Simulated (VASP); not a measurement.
A run of VASP 6.6.1:

POSCAR

```
Al
1.0
    4.5467300000      0.0000000000      0.0000000000
   -2.2733700000      3.9375800000      0.0000000000
    0.0000000000      0.0000000000      2.7539300000
Al
2
Direct
    0.3333300000      0.6666700000      0.5000000000
    0.6666700000      0.3333300000      0.5000000000
```

The input INCAR.step1:

```
  ALGO = Normal
  EDIFF = 1E-5
  ENCUT = 520
  GGA = PE
  ISIF = 2
  ISMEAR = -1
  LASPH = True
  LREAL = False
  LWAVE = True
  NBANDS = 10
  NELM = 80
  PREC = Accurate
  SIGMA = 0.05
```

File INCAR.step2:

```
  AEXX = 0.25
  ALGO = Normal
  EDIFF = 1E-6
  ENCUT = 520
  GGA = PS
  ISIF = 2
  ISMEAR = -1
  ISTART = 1
  LASPH = True
  LCHARG = True
  LELF = True
  LHFCALC = True
  LREAL = False
  LVHAR = True
  LWAVE = False
  NBANDS = 10
  NELM = 80
  PREC = Accurate
  PRECFOCK = Normal
  SIGMA = 0.05
```

KPOINTS

```
k-points
0
Gamma
  4 4 5
```

Potentials or basis: VASP PAW PBE potentials, release 64 (Al).

The run is started by

```sh
$ cat potpaw_PBE.64/Al/POTCAR > POTCAR
$ cp INCAR.step1 INCAR
$ mpirun -np 1 vasp_std > vasp.out
$ cp INCAR.step2 INCAR
$ mpirun -np 1 vasp_std > vasp.out
```

Hardware: 1 thread of AMD EPYC 7R13 Processor (Zen 3), on a shared host.

Estimate the wall time of this run.

Wall time 2.6 min on 1 thread of AMD EPYC 7R13 Processor (Zen 3), with other jobs on the host, peak memory 0.14 GiB. Counts: k points 21.
